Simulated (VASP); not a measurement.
# Sb (P6_3/mmc) in VASP: a series of runs

The runs below take Sb through single point, with HSE06, PBE0.

All numbers are computed with VASP 6.6.1; they aren't measurements. Logs are shortened: lines on timing, memory, paths and dates and some standing lists are left out, and cuts for length are marked.

## 1. The cell of the first run

It takes space group P6_3/mmc (No. 194, hexagonal). The conventional cell has a = 3.332 Å, b = 3.332 Å, c = 5.433 Å, α = 90.00°, β = 90.00°, γ = 120.00°. Within 4.4 Å of Sb (site symmetry -6m2) lie 12 Sb at 3.33 Å.

This isn't the form of Sb at room conditions, which is rhombohedral.

## 2. Single point, HSE06

Input file POSCAR:

```
Sb
1.0
    3.3320180998      0.0000000000      0.0000000000
   -1.6660090499      2.8856123203      0.0000000000
    0.0000000000      0.0000000000      5.4334470562
Sb
2
Direct
    0.6666666667      0.3333333333      0.7500000000
    0.3333333333      0.6666666667      0.2500000000
```

Input file INCAR.step1:

```
PREC = Accurate
ENCUT = 520
EDIFF = 1E-5
ISMEAR = -1
SIGMA = 0.05
LREAL = F
LASPH = T
NELM = 60
ALGO = Normal
ISIF = 2
LWAVE = T
LCHARG = F
NBANDS = 12
GGA = PE
```

Input file INCAR.step2:

```
PREC = Accurate
ENCUT = 520
EDIFF = 1E-6
ISMEAR = -1
SIGMA = 0.05
LREAL = F
LASPH = T
NELM = 60
ALGO = Normal
ISIF = 2
LWAVE = F
LCHARG = F
GGA = PE
LHFCALC = T
HFSCREEN = 0.2079
PRECFOCK = Normal
NBANDS = 12
ISTART = 1
```

Input file KPOINTS:

```
Automatic mesh
0
Gamma
  6 6 4
```

Potentials or basis: VASP PAW PBE potentials, release 64 (Sb).

The run is started by

```
$ cat potpaw_PBE.64/Sb/POTCAR > POTCAR
$ cp INCAR.step1 INCAR
$ mpirun -np 1 vasp_std > vasp.out
$ cp INCAR.step2 INCAR
$ mpirun -np 1 vasp_std > vasp.out
```

OUTCAR:

```text
PREC = Accurate
   ENCUT = 520
   EDIFF = 1E-6
   ISMEAR = -1
   LREAL = F
   LASPH = T
   NELM = 60
   ISIF = 2
   GGA = PE
   LHFCALC = T
   HFSCREEN = 0.2079
   PRECFOCK = Normal
   ISTART = 1

 ion  position               nearest neighbor table
   1  0.667  0.333  0.750-   2 3.33   2 3.33   2 3.33   2 3.33   2 3.33   2 3.33
   2  0.333  0.667  0.250-   1 3.33   1 3.33   1 3.33   1 3.33   1 3.33   1 3.33

  LATTYP: Found a hexagonal cell.
 ALAT       =     3.3320180998
 C/A-ratio  =     1.6306775334

  Lattice vectors:

 A1 = (   3.3320180998,   0.0000000000,   0.0000000000)
 A2 = (  -1.6660090499,   2.8856123203,   0.0000000000)
 A3 = (   0.0000000000,   0.0000000000,   5.4334470562)

Analysis of symmetry for initial positions (statically):
=====================================================================
 Subroutine PRICEL returns:
 Original cell was already a primitive cell.

 Routine SETGRP: Setting up the symmetry group for a
 hexagonal supercell.

 Subroutine GETGRP returns: Found 24 space group operations
 (whereof 12 operations were pure point group operations)
 out of a pool of 24 trial point group operations.

The static configuration has the point symmetry D_3d.
 The point group associated with its full space group is D_6h.

Analysis of symmetry for dynamics (positions and initial velocities):
=====================================================================
 Subroutine PRICEL returns:
 Original cell was already a primitive cell.

 Routine SETGRP: Setting up the symmetry group for a
 hexagonal supercell.

 Subroutine GETGRP returns: Found 24 space group operations
 (whereof 12 operations were pure point group operations)
 out of a pool of 24 trial point group operations.

The dynamic configuration has the point symmetry D_3d.
 The point group associated with its full space group is D_6h.

 Subroutine INISYM returns: Found 24 space group operations
 (whereof 12 operations are pure point group operations),
 and found     1 'primitive' translations

----------------------------------------------------------------------------------------

                                     Primitive cell

  volume of cell :      52.2421

  direct lattice vectors                    reciprocal lattice vectors
     3.332018100  0.000000000  0.000000000     0.300118418  0.173273449  0.000000000
    -1.666009050  2.885612320  0.000000000     0.000000000  0.346546899  0.000000000
     0.000000000  0.000000000  5.433447056     0.000000000  0.000000000  0.184045228

  length of vectors
     3.332018100  3.332018100  5.433447056     0.346546899  0.346546899  0.184045228

  position of ions in fractional coordinates (direct lattice)
     0.666666667  0.333333333  0.750000000
     0.333333333  0.666666667  0.250000000

  ion indices of the primitive-cell ions
   primitive index   ion index
                 1           1
                 2           2

----------------------------------------------------------------------------------------

 KPOINTS: Automatic mesh

Automatic generation of k-mesh.
 Grid dimensions read from file:
 generate k-points for:    6    6    4

 Generating k-lattice:

  Cartesian coordinates                     Fractional coordinates (reciprocal lattice)
     0.050019736  0.028878908  0.000000000     0.166666667  0.000000000  0.000000000
     0.000000000  0.057757816  0.000000000     0.000000000  0.166666667  0.000000000
     0.000000000  0.000000000  0.046011307     0.000000000  0.000000000  0.250000000

  Length of vectors
     0.057757816  0.057757816  0.046011307

  Shift w.r.t. Gamma in fractional coordinates (k-lattice)
     0.000000000  0.000000000  0.000000000

 Subroutine IBZKPT returns following result:
 ===========================================

 Found     21 irreducible k-points:

 Following reciprocal coordinates:
            Coordinates               Weight
  0.000000  0.000000  0.000000      1.000000
  0.166667  0.000000  0.000000      6.000000
  0.333333  0.000000  0.000000      6.000000
  0.500000  0.000000  0.000000      3.000000
  0.166667  0.166667  0.000000      6.000000
  0.333333  0.166667  0.000000     12.000000
[... 13 lines left out ...]
  0.333333  0.166667  0.500000     12.000000
  0.333333  0.333333  0.500000      2.000000
   k-points           NKPTS =     21   k-points in BZ     NKDIM =    144   number of bands    NBANDS=     12
   number of dos      NEDOS =    301   number of ions     NIONS =      2
   total plane-waves  NPLWV =  31360
   dimension x,y,z NGX =    28 NGY =   28 NGZ =   40
   dimension x,y,z NGXF=    56 NGYF=   56 NGZF=   80
   ions per type =               2
   NGX,Y,Z   is equivalent  to a cutoff of  13.97, 13.97, 12.24 a.u.
   NGXF,Y,Z  is equivalent  to a cutoff of  27.94, 27.94, 24.48 a.u.
 SYSTEM =  unknown system
   PREC   = accura    normal or accurate (medium, high low for compatibility)
   ISTART =      1    job   : 0-new  1-cont  2-samecut
   ICHARG =      0    charge: 1-file 2-atom 10-const
   ISPIN  =      1    spin polarized calculation?
   LNONCOLLINEAR =      F non collinear calculations
   LSORBIT =      F    spin-orbit coupling
   LASPH  =      T    aspherical Exc in radial PAW
   ENCUT  =  520.0 eV  38.22 Ry    6.18 a.u.   6.20  6.20 10.10*2*pi/ulx,y,z
   NELM   =     60;   NELMIN=  2; NELMDL=  0     # of ELM steps
   EDIFF  = 0.1E-05   stopping-criterion for ELM
   LREAL  =      F    real-space projection
   EDIFFG = 0.1E-04   stopping-criterion for IOM
   NSW    =      0    number of steps for IOM
   IBRION =     -1    ionic relax: 0-MD 1-quasi-New 2-CG
   NFREE  =      0    steps in history (QN), initial steepest desc. (CG)
   ISIF   =      2    stress and relaxation
   ISYM   =      3    0-nonsym 1-usesym 2-fastsym
   POTIM  = 0.5000    time-step for ionic-motion
   TEBEG  =    0.0;   TEEND  =   0.0 temperature during run
   PSTRESS=    0.0 pullay stress
   NELECT =      10.0000    total number of electrons
   NUPDOWN=      -1.0000    fix difference up-down
   EMIN   =  10.00;   EMAX   =-10.00  energy-range for DOS
   EFERMI =   0.00;   METHOD = LEGACY
   ISMEAR =    -1;   SIGMA  =   0.05  broadening in eV -4-tet -1-fermi 0-gaus
   EFERMI_NEDOS =   21; number of points for ismear=-14 and -15
   IALGO  =     38    algorithm
   IMIX   =      1    mixing-type and parameters
     AMIX     =   0.40;   BMIX     =  1.00
     AMIX_MAG =   1.60;   BMIX_MAG =  1.00
  volume/ion in A,a.u.               =      26.12       176.27
  Fermi-wavevector in a.u.,A,eV,Ry     =   0.943484  1.782926 12.111392  0.890162
  Thomas-Fermi vector in A             =   2.071196
   LORBIT       =      0    0 simple, 1 ext, 2 COOP (PROOUT), +10 PAW based schemes
   GGA     = PE    functional components
   LHFCALC =     T    Hartree Fock is set to
   PRECFOCK=normal    Normal, Fast or Accurate (Low or Medium for compatibility)
   ENCUT4O =  -1.0   cutoff for four orbital integrals eV
   NKREDX  =     1    reduce k-point grid by
   NKREDY  =     1    reduce k-point grid by
   NKREDZ  =     1    reduce k-point grid by
   AEXX    =    0.2500 exact exchange contribution
   HFSCREEN=    0.2079 screening length (either q_TF or 0.3 A-1)
   HFSCREENC=   0.2079 screening length for correlation (either q_TF or 0.3 A-1)
   ENCUTFOCK=  -1.0 apply spherical cutoff to Coloumb kernel
   IVDW    =     0    specifies the selected vdW correction
   LEPSILON=     F    determine dielectric tensor
   LRPA    =     F    only Hartree local field effects (RPA)
 non-spin polarized calculation
  energy-cutoff  :      520.00
  volume of cell :       52.24
 maximum number of plane-waves:      1424
 NGX is ok and might be reduce to    28
  NGX = 20; NGY = 20; NGZ = 32

 number of electron       9.9999999 magnetization

 Free energy of the ion-electron system (eV)
  ---------------------------------------------------
  ext. energy  EPLUGINS =         0.00000000
  ---------------------------------------------------
  free energy    TOTEN  =        -9.51903646 eV

  energy without entropy =       -9.51629092  energy(sigma->0) =       -9.51766369

 E-fermi :   8.9740     XC(G=0):  -8.5995

 val. band max:        8.6272651266   @ k =   0.5000   0.0000   0.0000
 cond. band min:       9.1077542895   @ k =   0.1667   0.1667   0.5000
 fundamental gap:      0.4804891630
 Fermi energy:         8.9739882392

 k-point     1 :       0.0000    0.0000    0.0000
  band No.  band energies     occupation
      1      -5.8932      2.00000
      2      -1.4829      2.00000
      3       1.9362      2.00000
      4      13.0260      0.00000
      5      13.0260      0.00000
      6      14.8441      0.00000
      7      14.8441      0.00000
      8      15.1465      0.00000
      9      17.2733      0.00000
     10      18.4753      0.00000
     11      19.5569      0.00000
     12      19.5569      0.00000

 k-point     2 :       0.1667    0.0000    0.0000
  band No.  band energies     occupation
      1      -5.3408      2.00000
      2      -0.9905      2.00000
      3       2.5309      2.00000
      4       9.1394      0.07059
      5      11.5009      0.00000
      6      12.3872      0.00000
      7      14.3439      0.00000
      8      14.7752      0.00000
      9      16.1237      0.00000
     10      18.6010      0.00000
     11      19.4037      0.00000
     12      20.0646      0.00000

 k-point     3 :       0.3333    0.0000    0.0000
  band No.  band energies     occupation
      1      -3.7124      2.00000
      2       0.2230      2.00000
      3       4.2393      2.00000
      4       4.5805      2.00000
      5       8.1911      2.00000
      6       9.8721      0.00000
      7      11.2252      0.00000
      8      13.6289      0.00000
      9      14.1750      0.00000
     10      17.4678      0.00000
     11      18.4965      0.00000
     12      18.9919      0.00000
[... 241 lines left out ...]
 k-point    20 :       0.3333    0.1667    0.5000
  band No.  band energies     occupation
      1      -0.9707      2.00000
      2      -0.9707      2.00000
      3       3.7774      2.00000
      4       3.7774      2.00000
      5       7.6456      2.00000
      6       7.6456      2.00000
      7      11.5372      0.00000
      8      11.5372      0.00000
      9      16.6326      0.00000
     10      16.6326      0.00000
     11      18.2551      0.00000
     12      18.2551      0.00000

 k-point    21 :       0.3333    0.3333    0.5000
  band No.  band energies     occupation
      1       0.1144      2.00000
      2       0.1144      2.00000
      3       3.7781      2.00000
      4       3.7781      2.00000
      5       4.9749      2.00000
      6       4.9749      2.00000
      7      12.3532      0.00000
      8      12.3532      0.00000
      9      16.9055      0.00000
     10      16.9055      0.00000
     11      17.4105      0.00000
     12      17.4105      0.00000

------------------------ aborting loop because EDIFF is reached ----------------------------------------

  FORCE on cell =-STRESS in cart. coord.  units (eV):
  Direction    XX          YY          ZZ          XY          YZ          ZX
  --------------------------------------------------------------------------------------
  -------------------------------------------------------------------------------------
  Total       -0.7685632     -0.7685632      1.3956280      0.0000000     -0.0000000      0.0000000
  in kB      -23.5705311    -23.5705311     42.8015485      0.0000000     -0.0000000      0.0000000
  external PRESSURE =      -1.4465046 kB  Pullay stress =       0.0000000 kB

 VOLUME and BASIS-vectors are now :
 -----------------------------------------------------------------------------
  energy-cutoff  :      520.00
  volume of cell :       52.24
      direct lattice vectors                 reciprocal lattice vectors
     3.332018100  0.000000000  0.000000000     0.300118418  0.173273449  0.000000000
    -1.666009050  2.885612320  0.000000000     0.000000000  0.346546899  0.000000000
     0.000000000  0.000000000  5.433447056     0.000000000  0.000000000  0.184045228

 POSITION                                       TOTAL-FORCE (eV/Angst)
 -----------------------------------------------------------------------------------
      1.66601      0.96187      4.07509        -0.000000      0.000000     -0.000000
     -0.00000      1.92374      1.35836         0.000000      0.000000      0.000000
 -----------------------------------------------------------------------------------
    total drift:                               -0.000000      0.000000     -0.000000

  FREE ENERGIE OF THE ION-ELECTRON SYSTEM (eV)
  ---------------------------------------------------
  free  energy   TOTEN  =        -9.5190364592 eV

  energy  without entropy=       -9.5162909166  energy(sigma->0) =       -9.51766369
```

Wall time 19 min (1 thread of Intel Xeon Platinum 8488C (Sapphire Rapids), shared host); peak memory 0.28 GiB.

Results:

- Free energy: -9.5190 eV
- Pressure: -0.1 GPa
- Band gap on the k mesh: zero (bands 5 and 6 overlap by 8.97 eV)

Stress tensor (GPa, compression positive):
```
-2.36  0.00  0.00
 0.00 -2.36  0.00
 0.00  0.00  4.28
```

Levels at points of the mesh, in eV from the Fermi level:
| k point | band 2 | band 3 | band 4 | band 5 | band 6 | band 7 | band 8 | band 9 |
| --- | --- | --- | --- | --- | --- | --- | --- | --- |
| (0.00, 0.00, 0.00) | -10.46 | -7.04 | 4.05 | 4.05 | 5.87 | 5.87 | 6.17 | 8.30 |
| (0.50, 0.00, 0.00) | -9.25 | -5.12 | -3.76 | -2.88 | -0.35 | 0.30 | 4.13 | 4.62 |
| (0.00, 0.00, 0.50) | -13.48 | -1.08 | -1.08 | 4.97 | 4.97 | 4.97 | 4.97 | 9.31 |
| (0.50, 0.00, 0.50) | -9.66 | -6.44 | -6.44 | 1.73 | 1.73 | 1.96 | 1.96 | 6.15 |

Caveat: the k points lie up to 0.36 Å⁻¹ apart, too coarse for converged energies and pressures of a metal; the PAW data sets were made with another functional, which shifts forces and pressure a little; spin-orbit coupling is left out, which moves the levels of the heavy elements.

## 3. Single point, HSE06

This run uses another cell than the first one, of 26.65 Å³/atom.

Input file POSCAR:

```
Sb
1.0
    3.3545324186      0.0000000000      0.0000000000
   -1.6772662093      2.9051102923      0.0000000000
    0.0000000000      0.0000000000      5.4701606500
Sb
2
Direct
    0.6666666667      0.3333333333      0.7500000000
    0.3333333333      0.6666666667      0.2500000000
```

Input file INCAR.step1:

```
PREC = Accurate ; ENCUT = 520
EDIFF = 1E-5 ; ISMEAR = -1
SIGMA = 0.05 ; LREAL = F
LASPH = T ; NELM = 100
ALGO = Normal ; ISIF = 2
LWAVE = T ; NBANDS = 12
GGA = PE
```

Input file INCAR.step2:

```
PREC = Accurate ; ENCUT = 520
EDIFF = 1E-6 ; ISMEAR = -1
SIGMA = 0.05 ; LREAL = F
LASPH = T ; NELM = 100
ALGO = Normal ; ISIF = 2
LWAVE = F ; LCHARG = T
GGA = PE ; LHFCALC = T
HFSCREEN = 0.2079 ; PRECFOCK = Normal
LELF = T ; LVHAR = T
NBANDS = 12 ; ISTART = 1
```

KPOINTS is that of step 2.

Potentials or basis: VASP PAW PBE potentials, release 64 (Sb).

The run is started by

```
$ cat potpaw_PBE.64/Sb/POTCAR > POTCAR
$ cp INCAR.step1 INCAR
$ mpirun -np 1 vasp_std > vasp.out
$ cp INCAR.step2 INCAR
$ mpirun -np 1 vasp_std > vasp.out
```

It took 18 min on 1 thread of Intel Xeon Platinum 8488C (Sapphire Rapids), shared host; peak memory 0.29 GiB.

The run converged. Its results:

```yaml
Free_energy: -9.5135 eV
Pressure: -1.5 GPa
Band_gap_on_the_k_mesh: zero (bands 5 and 6 overlap by 8.75 eV)
```

Stress tensor (GPa, compression positive):
```
-3.59  0.00  0.00
 0.00 -3.59  0.00
 0.00  0.00  2.61
```

Levels at points of the mesh, in eV from the Fermi level:
```csv
k point,band 3,band 4,band 5,band 6,band 7,band 8
"(0.00, 0.00, 0.00)",-6.89,3.95,3.95,5.72,5.72,6.00
"(0.50, 0.00, 0.00)",-5.08,-3.71,-2.81,-0.31,0.29,4.02
"(0.00, 0.00, 0.50)",-1.09,-1.09,4.84,4.84,4.84,4.84
"(0.50, 0.00, 0.50)",-6.31,-6.31,1.69,1.69,1.89,1.89
```

Caveat: the k points lie up to 0.36 Å⁻¹ apart, too coarse for converged energies and pressures of a metal; the PAW data sets were made with another functional, which shifts forces and pressure a little; spin-orbit coupling is left out, which moves the levels of the heavy elements.

## 4. Single point, PBE0

This run uses another cell than the first one, of 27.19 Å³/atom.

Input file POSCAR:

```
Sb
1.0
    3.3767485125      0.0000000000      0.0000000000
   -1.6883742563      2.9243499940      0.0000000000
    0.0000000000      0.0000000000      5.5063879352
Sb
2
Direct
    0.6666666667      0.3333333333      0.7500000000
    0.3333333333      0.6666666667      0.2500000000
```

Input file INCAR.step1:

```
SYSTEM = Sb
  ALGO = Normal
  EDIFF = 1E-5
  ENCUT = 400
  GGA = PE
  GGA_COMPAT = .False.
  ISIF = 2
  ISMEAR = -1
  LASPH = .True.
  LREAL = .False.
  LWAVE = .True.
  NBANDS = 22
  NELM = 120
  PREC = Accurate
  SIGMA = 0.05
```

Input file INCAR.step2:

```
SYSTEM = Sb
  AEXX = 0.25
  ALGO = Normal
  EDIFF = 1E-6
  ENCUT = 400
  GGA = PE
  GGA_COMPAT = .False.
  ISIF = 2
  ISMEAR = -1
  ISTART = 1
  LASPH = .True.
  LCHARG = .True.
  LELF = .True.
  LHFCALC = .True.
  LREAL = .False.
  LVHAR = .True.
  LWAVE = .False.
  NBANDS = 22
  NELM = 120
  PREC = Accurate
  PRECFOCK = Normal
  SIGMA = 0.05
```

Input file KPOINTS:

```
k-points
0
Gamma
  6 6 4
  0 0 0
```

Potentials or basis: VASP PAW PBE potentials, release 64 (Sb_d_GW).

The run is started by

```
$ cat potpaw_PBE.64/Sb_d_GW/POTCAR > POTCAR
$ cp INCAR.step1 INCAR
$ mpirun -np 1 vasp_std > vasp.out
$ cp INCAR.step2 INCAR
$ mpirun -np 1 vasp_std > vasp.out
```

Wall time 41 min (1 thread of Intel Xeon 6975P-C (Granite Rapids), shared host); peak memory 0.18 GiB.

The run converged. Its results:

```yaml
Free_energy: -10.3135 eV
Pressure: -2.3 GPa
Band_gap_on_the_k_mesh: zero (bands 15 and 16 overlap by 9.33 eV)
```

Stress tensor (GPa, compression positive):
```
-4.35  0.00  0.00
 0.00 -4.35  0.00
 0.00  0.00  1.69
```

Levels at points of the mesh, in eV from the Fermi level:
```csv
k point,band 13,band 14,band 15,band 16,band 17,band 18
"(0.00, 0.00, 0.00)",-7.42,4.02,4.02,5.76,5.76,6.01
"(0.50, 0.00, 0.00)",-5.67,-4.25,-3.34,-0.72,0.35,4.08
"(0.00, 0.00, 0.50)",-1.61,-1.61,4.89,4.89,4.89,4.89
"(0.50, 0.00, 0.50)",-6.84,-6.84,1.75,1.75,1.91,1.91
```

Caveat: the stress differs along the axes, from -4 to 2 GPa; the PAW data sets were made with another functional, which shifts forces and pressure a little; spin-orbit coupling is left out, which moves the levels of the heavy elements.

## 5. Summary

| level | potentials or basis | cell | cutoff (eV) | screening parameter | gap on the mesh (eV) | pressure (GPa) |
| --- | --- | --- | --- | --- | --- | --- |
| HSE06 | VASP PAW PBE potentials, release 64 (Sb) | a = 3.332, b = 3.332, c = 5.433 Å, angles 90.0, 90.0, 120.0°, 2 atoms | 520 | 0.2079 1/Å | none | -0.1 |
| HSE06 | VASP PAW PBE potentials, release 64 (Sb) | a = 3.355, b = 3.355, c = 5.470 Å, angles 90.0, 90.0, 120.0°, 2 atoms | 520 | 0.2079 1/Å | none | -1.5 |
| PBE0 | VASP PAW PBE potentials, release 64 (Sb_d_GW) | a = 3.377, b = 3.377, c = 5.506 Å, angles 90.0, 90.0, 120.0°, 2 atoms | 400 | - | none | -2.3 |

Alike in all rows: task single point; no spin polarisation; k mesh 6 × 6 × 4; smearing fermi-dirac 0.05 eV.

Caveats: some runs use coarse meshes; the PAW data sets were made with another functional, which shifts forces and pressure a little; spin-orbit coupling is left out, which moves the levels of the heavy elements; the stress differs along the axes, from -4 to 2 GPa (at least some runs).

Total energies depend on the potentials used, so only differences within one code and one set of settings carry meaning.

The gap in the log of VASP goes by the Fermi energy; the results here count the filled bands.